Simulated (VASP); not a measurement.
A run of VASP 6.6.1 is set up as follows.

INCAR

```
SYSTEM = TiC
PREC = Accurate
ENCUT = 520
EDIFF = 1E-6
ISMEAR = -1
SIGMA = 0.05
LREAL = .FALSE.
LASPH = .TRUE.
NELM = 100
ALGO = Normal
ISIF = 2
LWAVE = .FALSE.
LCHARG = .FALSE.
GGA = B5
ALDAX = 1.0
AGGAX = 1.0
AGGAC = 1.0
ALDAC = 0.0
NBANDS = 15
```

KPOINTS

```
Automatic mesh
0
G
  11 11 11
  0 0 0
```

POSCAR

```
TiC
1.0
    0.0000000000      2.1657188437      2.1657188437
    2.1657188437      0.0000000000      2.1657188437
    2.1657188437      2.1657188437      0.0000000000
Ti C
1 1
Direct
    0.0000000000      0.0000000000      0.0000000000
    0.5000000000      0.5000000000      0.5000000000
```

Potentials or basis: VASP PAW PBE potentials, release 64 (Ti_sv, C).

The run is started by

```bash
$ cat potpaw_PBE.64/Ti_sv/POTCAR potpaw_PBE.64/C/POTCAR > POTCAR
$ mpirun -np 1 vasp_std > vasp.out
```

**Question.** Predict the pressure.

**Answer.** 8.9 GPa.

**Question.** What does it give for the band gap on the k mesh?

**Answer.** Zero (band 8 reaches 10.53 eV, above the bottom of band 9 at 9.44 eV).

Caveat: the PAW data sets were made with another functional, which shifts forces and pressure a little.
